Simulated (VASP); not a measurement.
**GaN: single point with PBE0**

Crystal: GaN.

```
CELL_PARAMETERS angstrom
0.00000 2.25350 2.25350
2.25350 0.00000 2.25350
2.25350 2.25350 0.00000
ATOMIC_POSITIONS crystal
Ga 0.00000 0.00000 0.00000
N 0.25000 0.25000 0.25000
```

```
Program                            : VASP 6.6.1
Task                               : single point
Functional                         : PBE0
Potentials or basis                : VASP PAW PBE potentials, release 64 (Ga_d, N)
Cutoff                             : 520 eV
k mesh                             : 4 × 4 × 4
Occupations                        : fermi-dirac, width 0.05 eV
Spin                               : non-collinear spin, zero start, spin-orbit coupling
Starting moments                   : [[0.0, 0.0, 0.0], [0.0, 0.0, 0.0]] μB
Dipole correction                  : no
Grid for exact exchange (PRECFOCK) : Normal
Further INCAR settings             : ALGO = Normal; EDIFF = 1e-06; NBANDS = 30
```

- Pressure: -1.5 GPa
- Net moment: 0.00 μB per cell
- Valence electrons inside the program's atomic spheres: Ga 11.84; N 3.76

Moments on the atoms (μB; x, y, z):
```
Ga  0.00 0.00 0.00
N   0.00 0.00 0.00
```

Wall time 19 min on 1 thread of AMD EPYC 7R13 Processor (Zen 3), with other jobs on the host, peak memory 0.18 GiB.

Caveat: the k points lie up to 0.60 Å⁻¹ apart; the PAW data sets were made with another functional, which shifts forces and pressure a little.
